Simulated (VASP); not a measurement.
Write the native input for VASP 6.6.1 that does the following.

```yaml
Task: single point
Functional: PBEsol
Potentials_or_basis: VASP PAW PBE potentials, release 64 (Cs_sv, Re)
Cutoff: 520 eV
k_mesh: 8 × 8 × 8
Occupations: gaussian, width 0.1 eV
Spin: no spin polarisation
Dipole_correction: no
Further_INCAR_settings: ALGO = Fast; EDIFF = 1e-07; NBANDS = 25
```

The structure of Cs3Re lies in POSCAR:

```
Cs3Re
1.0
    5.8797067202      0.0000000000      0.0000000000
    0.0000000000      5.8797067202      0.0000000000
    0.0000000000      0.0000000000      5.8797067202
Cs Re
3 1
Direct
    0.0000000000      0.0000000000      0.5000000000
    0.0000000000      0.5000000000      0.0000000000
    0.5000000000      0.0000000000      0.0000000000
    0.5000000000      0.5000000000      0.5000000000
```

This cell differs from its parent crystal: Pt replaced by Re, lengths x 1.010, strained.

These files were run (other wordings do the same):

INCAR

```
ALGO     = Fast           # electronic algorithm
EDIFF    = 1E-7           # SCF threshold, eV
ENCUT    = 520            # plane-wave cutoff, eV
GGA      = PS             # functional
ISIF     = 2              # what is computed and relaxed
ISMEAR   = 0              # smearing method
LASPH    = True           # aspherical terms in the spheres
LCHARG   = False          # write CHGCAR
LREAL    = False          # projectors in reciprocal space
LWAVE    = False          # write WAVECAR
NBANDS   = 25             # bands
NELM     = 100            # most SCF steps
PREC     = Accurate       # precision mode
SIGMA    = 0.1            # smearing width, eV
```

KPOINTS

```
k-points
0
Gamma
  8 8 8
```

Potentials or basis: VASP PAW PBE potentials, release 64 (Cs_sv, Re).

Run with:

```bash
$ cat potpaw_PBE.64/Cs_sv/POTCAR potpaw_PBE.64/Re/POTCAR > POTCAR
$ mpirun -np 1 vasp_std > vasp.out
```

It gave:

```
Pressure               : -1.7 GPa
Band gap on the k mesh : zero (bands 17 and 18 overlap by 0.40 eV)
```

Caveat: the cell differs from its parent crystal (Pt replaced by Re, lengths x 1.010, strained); the PAW data sets were made with another functional, which shifts forces and pressure a little; spin-orbit coupling is left out, which moves the levels of the heavy elements.

It took 5.3 min on 1 thread of Oxide Virtual Turin-like Processor, on a shared host, peak memory 0.37 GiB.
